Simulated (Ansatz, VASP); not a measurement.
NaPbI2Br: VASP beside Ansatz

```xyz
5
Lattice="5.8905 0.0000 0.0000 0.0000 5.8905 0.0000 0.0000 0.0000 5.5930" Properties=species:S:1:pos:R:3 pbc="T T T"
Na    2.9453    2.9453    2.7965
Pb    0.0000    0.0000    0.0000
I     0.0000    2.9453    0.0000
I     2.9453    0.0000    0.0000
Br    0.0000    0.0000    2.7965
```

Alike in both runs: task single point; functional PBE; k mesh 6 × 6 × 6; occupations gaussian, width 0.02 eV; no spin polarisation.

|  | VASP | Ansatz |
| --- | --- | --- |
| version | VASP 6.6.1 | Ansatz 0.2.0 |
| potentials or method | VASP PAW PBE potentials, release 64 (Na_pv, Pb_d, I, Br), cutoff 520 eV | scalar-relativistic, plane waves, PAW |
| valence electrons in the cell | 42 | 64 |

Ansatz gave:

```
gap on the k mesh at the Fermi level (eV)                     : 0.43
least direct gap on the mesh (eV)                             : 0.58
pressure (GPa)                                                : 5.4
traceless stress, the component that is largest in VASP (GPa) : -1.02
```

What did VASP give for the same quantities?

gap on the k mesh at the Fermi level (eV): 0.44; least direct gap on the mesh (eV): 0.58; pressure (GPa): 5.4; traceless stress, the component that is largest in VASP (GPa): -1.01.

VASP's potentials hold 42 valence electrons a cell and Ansatz's 64, so a difference there can come from the potentials and not from the codes.

Spin-orbit coupling is off throughout.
